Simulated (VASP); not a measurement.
InGaP2, 8 atoms in the cell. The structure is tetragonal, space group I-42d (No. 122). The conventional cell has a = 5.743 Å, b = 5.743 Å, c = 11.394 Å, α = 90.00°, β = 90.00°, γ = 90.00°. Ga (site symmetry -4) has 4 P at 2.40 Å within 3.2 Å. P (site symmetry 2) has 2 Ga at 2.40 Å and 2 In at 2.57 Å within 3.2 Å. In (site symmetry -4) has 4 P at 2.57 Å within 3.4 Å. 

* Program: VASP 6.6.1
* Task: single point
* Functional: PBE
* Potentials or basis: VASP PAW PBE potentials, release 64 (Ga_d, P, In_d)
* Cutoff: 520 eV
* k mesh: 6 × 6 × 6
* Occupations: fermi-dirac, width 0.02 eV
* Spin: no spin polarisation
* Dipole correction: no
* Further INCAR settings: ALGO = Normal; EDIFF = 1e-06; NBANDS = 46

Potentials or basis: VASP PAW PBE potentials, release 64 (Ga_d, P, In_d).

Command:

```bash
$ cat potpaw_PBE.64/Ga_d/POTCAR potpaw_PBE.64/P/POTCAR potpaw_PBE.64/In_d/POTCAR > POTCAR
$ mpirun -np 1 vasp_std > vasp.out
```

Hardware: 1 thread of Intel(R) Xeon(R) Platinum 8375C CPU @ 2.90GHz (Ice Lake), with other jobs on the host.

Problem. How long does it take, and how much memory?

Solution. Run time: 11 min on 1 thread of Intel(R) Xeon(R) Platinum 8375C CPU @ 2.90GHz (Ice Lake) (shared host), peak memory 0.53 GiB. Counts: scf iterations 15, k points 30.
